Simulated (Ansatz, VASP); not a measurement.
**Two plane-wave programs on Ga4As3P**

INCAR

```
SYSTEM = Ga4As3P
ALGO     = Normal         ! electronic algorithm
EDIFF    = 1E-6           ! SCF threshold, eV
ENCUT    = 520            ! plane-wave cutoff, eV
GGA      = PE             ! functional
ISIF     = 2              ! what is computed and relaxed
ISMEAR   = 0              ! smearing method
LASPH    = .True.         ! aspherical terms in the spheres
LCHARG   = .False.        ! write CHGCAR
LREAL    = .False.        ! projectors in reciprocal space
LWAVE    = .False.        ! write WAVECAR
NBANDS   = 46             ! bands
NELM     = 60             ! most SCF steps
PREC     = Accurate       ! precision mode
SIGMA    = 0.01           ! smearing width, eV
```

KPOINTS

```
k-points
0
Gamma
  6 6 6
  0 0 0
```

Contents of POSCAR:

```
Ga4As3P
1.0
   -2.8699837751      2.8699837751      5.7387157523
    2.8699837751     -2.8699837751      5.7387157523
    2.8699837751      2.8699837751     -5.7387157523
P Ga As
1 4 3
Direct
    0.0000000000      0.0000000000      0.0000000000
    0.6338754881      0.6338754881      0.5131786185
    0.8793031304      0.3661245119      0.0000000000
    0.1206968696      0.1206968696      0.4868213815
    0.3661245119      0.8793031304      0.0000000000
    0.2500000000      0.7500000000      0.5000000000
    0.5000000000      0.5000000000      0.0000000000
    0.7500000000      0.2500000000      0.5000000000
```

Input for Ansatz:

```yaml
crystal:
  lattice:
    - [-2.8699837751, 2.8699837751, 5.7387157523]
    - [2.8699837751, -2.8699837751, 5.7387157523]
    - [2.8699837751, 2.8699837751, -5.7387157523]
  atoms:
    - { symbol: P, position: [0.0, 0.0, 0.0] }
    - { symbol: Ga, position: [0.6338754881, 0.6338754881, 0.5131786185] }
    - { symbol: As, position: [0.25, 0.75, 0.5] }
    - { symbol: Ga, position: [0.8793031304, 0.3661245119, 0.0] }
    - { symbol: As, position: [0.5, 0.5, 0.0] }
    - { symbol: Ga, position: [0.1206968696, 0.1206968696, 0.4868213815] }
    - { symbol: As, position: [0.75, 0.25, 0.5] }
    - { symbol: Ga, position: [0.3661245119, 0.8793031304, 0.0] }
kpoints:
  mp_grid: { grid: [6, 6, 6] }
hamiltonian:
  xc: pbe
scf:
  occupations: { method: fixed }
  n_extra_bands: 6
output:
  forces: true
  stress: true
  eigenvalues: true
```

Alike in both runs: task single point; functional PBE; k mesh 6 × 6 × 6; no spin polarisation.

|  | VASP | Ansatz |
| --- | --- | --- |
| version | VASP 6.6.1 | Ansatz 0.2.0 |
| potentials or method | VASP PAW PBE potentials, release 64 (P, Ga_d, As) | plane waves, PAW |
| plane-wave cutoff (eV) | 520 | 420 |
| occupations | gaussian, width 0.01 eV | fixed |
| valence electrons in the cell | 72 | 102 |

Ansatz gave:

- gap on the k mesh at the Fermi level (eV): 0.28
- pressure (GPa): -1.8
- rms of the force components (eV/Å): 0.001

Question: What did VASP give for the same quantities?

Answer: gap on the k mesh at the Fermi level (eV): 0.28; pressure (GPa): -1.7; rms of the force components (eV/Å): 0.004.

VASP's potentials hold 72 valence electrons a cell and Ansatz's 102, so a difference there can come from the potentials and not from the codes.
